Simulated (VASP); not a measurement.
Runs of VASP 6.6.1 on ZnO. The structure is that of space group Fm-3m (No. 225), or close to it. The cells are those of the table. 

```tsv
level	potentials or basis	cell	cutoff (eV)	smearing	second run	gap on the mesh (eV)	pressure (GPa)
r2SCAN	VASP PAW PBE potentials, release 64 (Zn, O)	a = 3.018, b = 2.991, c = 2.991 Å, angles 60.6, 59.7, 59.7°, 2 atoms	520	gaussian 0.01 eV	-	1.58	5.1
r2SCAN	VASP PAW PBE potentials, release 64 (Zn, O_h)	a = 3.044 Å, angles 60.0°, 2 atoms	910	gaussian 0.01 eV	hard_potentials	(b)	-3.8
PBE	VASP PAW PBE potentials, release 64 (Zn, O_h)	a = 2.950 Å, angles 61.5°, 2 atoms	910	fermi-dirac 0.02 eV	hard_potentials	(a)	16.4
PBE	VASP PAW PBE potentials, release 64 (Zn, O)	a = 2.950 Å, angles 61.5°, 2 atoms	520	fermi-dirac 0.02 eV	-	1.05	16.7
PBE	VASP PAW PBE potentials, release 64 (Zn, O)	a = 3.044 Å, angles 60.0°, 2 atoms	520	fermi-dirac 0.02 eV	-	0.80	4.0
```

Alike in all rows: task single point; no spin polarisation; k mesh 10 × 10 × 10.

**Question.** Fill in the values left out.

**Answer.** (a) 1.06; (b) 1.42.

Caveats: the PAW data sets were made with another functional, which shifts forces and pressure a little (some runs); the cutoff is under 1.25 times the usual one of these potentials, so pressure, stress and relaxed cells hold a basis-set (Pulay) error (some runs).

A k mesh can miss the band edges.
